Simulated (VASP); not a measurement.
Runs of VASP 6.6.1 on Ti. The structure is that of space group Im-3m (No. 229), or close to it. The cells are those of the table. 

| task | cell | cutoff (eV) | gap on the mesh (eV) | pressure (GPa) |
| --- | --- | --- | --- | --- |
| relaxation of cell and atoms | relaxed from a = 2.842 Å, angles 109.5°, 1 atom | 600 | none | 0.0 |
| single point | a = 2.638 Å, angles 109.5°, 1 atom | 520 | none | 30.7 |
| relaxation of cell and atoms | relaxed to 15 GPa from a = 2.842 Å, angles 109.5°, 1 atom | 600 | none | 15.0 |
| relaxation of cell and atoms | relaxed to 30 GPa from a = 2.842 Å, angles 109.5°, 1 atom | 600 | none | 30.0 |
| single point | a = 2.821 Å, angles 109.5°, 1 atom | 520 | none | 0.3 |
| single point | a = 2.715 Å, angles 109.5°, 1 atom | 520 | none | (a) |

Alike in all rows: level r2SCAN; potentials or basis VASP PAW PBE potentials, release 64 (Ti_sv); no spin polarisation; k mesh 9 × 9 × 9; smearing fermi-dirac 0.1 eV.

Fill in the values left out.

(a) 15.5.

Caveats: the PAW data sets were made with another functional, which shifts forces and pressure a little; the cell is relaxed towards a set pressure, so the enthalpy falls and the energy may rise (some runs).

A gap of «none» marks levels without a gap at the run's occupations.
